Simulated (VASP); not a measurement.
A run of VASP 6.6.1:

File INCAR:

```
SYSTEM = BP2
  PREC = Accurate
  ENCUT = 600
  EDIFF = 1E-6
  ISMEAR = 0
  SIGMA = 0.1
  LREAL = .FALSE.
  LASPH = .TRUE.
  NELM = 100
  ALGO = Normal
  ISIF = 3
  LWAVE = .FALSE.
  LCHARG = .FALSE.
  GGA = PE
  IBRION = 2
  NSW = 90
  EDIFFG = -0.04
```

File KPOINTS:

```
Automatic mesh
0
G
  6 6 6
  0 0 0
```

The input POSCAR:

```
BP2
1.0
   -2.5188595200      2.5188595200      1.7441603200
    2.5188595200     -2.5188595200      1.7441603200
    2.5188595200      2.5188595200     -1.7441603200
B P
2 4
Direct
    0.0000000000      0.0000000000      0.0000000000
    0.7500000000      0.2500000000      0.5000000000
    0.3750000000      0.6250000000      0.7500000000
    0.3750000000      0.1250000000      0.7500000000
    0.3750000000      0.6250000000      0.2500000000
    0.8750000000      0.6250000000      0.2500000000
```

Potentials or basis: VASP PAW PBE potentials, release 64 (B, P).

Run with:

```bash
$ cat potpaw_PBE.64/B/POTCAR potpaw_PBE.64/P/POTCAR > POTCAR
$ mpirun -np 1 vasp_std > vasp.out
```

Hardware: 1 thread of Intel(R) Xeon(R) Platinum 8488C (Sapphire Rapids) (shared host).

Question: How long does it take, and how much memory?

Answer: Wall time 120 s on 1 thread of Intel(R) Xeon(R) Platinum 8488C (Sapphire Rapids), with other jobs on the host, peak memory 0.18 GiB. Counts: scf iterations 86, k points 30, ion steps 11.
